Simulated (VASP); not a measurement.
Write the native input for VASP 6.6.1 that does the following.

```
Task                   : electric field gradients
Functional             : PBE
Potentials or basis    : VASP PAW PBE potentials, release 64 (Zn, O)
Cutoff                 : 520 eV
k mesh                 : 11 × 11 × 6
Occupations            : fermi-dirac, width 0.02 eV
Spin                   : no spin polarisation
Dipole correction      : no
Further INCAR settings : ALGO = Normal; EDIFF = 1e-08; NBANDS = 26
```

The structure of ZnO lies in POSCAR:

```
ZnO
1.0
    3.1830658516      0.0000000000      0.0000000000
   -1.5915329258      2.7566158894      0.0000000000
    0.0000000000      0.0000000000      5.0975701925
Zn O
2 2
Direct
    0.3333333333      0.6666666667      0.0000000000
    0.6666666667      0.3333333333      0.5000000000
    0.3333333333      0.6666666667      0.3821000000
    0.6666666667      0.3333333333      0.8821000000
```

The input as run:

INCAR

```
SYSTEM = ZnO
PREC = Accurate
ENCUT = 520
EDIFF = 1E-8
ISMEAR = -1
SIGMA = 0.02
LREAL = .False.
LASPH = .True.
NELM = 60
ALGO = Normal
ISIF = 2
LWAVE = .False.
LCHARG = .False.
GGA = PE
LEFG = .True.
NBANDS = 26
```

KPOINTS

```
Automatic mesh
0
Gamma
  11 11 6
  0 0 0
```

Potentials or basis: VASP PAW PBE potentials, release 64 (Zn, O).

Run with:

```console
$ cat potpaw_PBE.64/Zn/POTCAR potpaw_PBE.64/O/POTCAR > POTCAR
$ mpirun -np 1 vasp_std > vasp.out
```

Results of the run:

The pressure is 17.0 GPa, the largest force is 0.035 eV/Å and the band gap on the k mesh is 0.88 eV. The largest electric field gradient by atom is Zn +8.3; O -3.3 V/Å².

Caveat: the cell stands under pressure; without QUAD_EFG the Cq values of the log hold for a quadrupole moment of 1 mb, not for the nuclei.

It took 2.9 min on 1 thread of AMD EPYC 7R13 (shared host), peak memory 0.17 GiB.
